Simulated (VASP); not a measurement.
Runs of VASP 6.6.1 on InP. The structure is that of space group F-43m (No. 216), or close to it. The cells are those of the table. 

| task | level | cell | k mesh | cutoff (eV) | smearing | grid for exact exchange (PRECFOCK) | screening parameter | gap on the mesh (eV) | pressure (GPa) |
| --- | --- | --- | --- | --- | --- | --- | --- | --- | --- |
| single point | PBE | a = 4.177 Å, angles 60.0°, 2 atoms | 4 × 4 × 4 | 500 | gaussian 0.01 eV | - | - | (b) | 1.8 |
| relaxation of cell and atoms | PBE | relaxed from a = 4.144 Å, angles 60.0°, 2 atoms | 8 × 8 × 8 | 600 | fermi-dirac 0.02 eV | - | - | 0.44 | 0.0 |
| single point | HF | a = 4.177 Å, angles 60.0°, 2 atoms | 6 × 6 × 6 | 520 | gaussian 0.01 eV | Normal | - | 7.04 | (a) |
| single point | HSE06 | a = 4.177 Å, angles 60.0°, 2 atoms | 6 × 6 × 6 | 520 | gaussian 0.01 eV | Normal | 0.2079 1/Å | 1.35 | -0.4 |
| single point | PBE | a = 4.214 Å, angles 60.0°, 2 atoms | 8 × 8 × 8 | 520 | fermi-dirac 0.02 eV | - | - | 0.44 | -0.1 |

Alike in all rows: potentials or basis VASP PAW PBE potentials, release 64 (In_d, P); no spin polarisation.

**Question.** Fill in the values left out.

**Answer.** (a) 2.5; (b) 0.57.

Caveats: some runs use coarse meshes; spin-orbit coupling is left out, which moves the levels of the heavy elements; the PAW data sets were made with another functional, which shifts forces and pressure a little (some runs).

A k mesh can miss the band edges, and the runs leave out spin-orbit coupling on In.
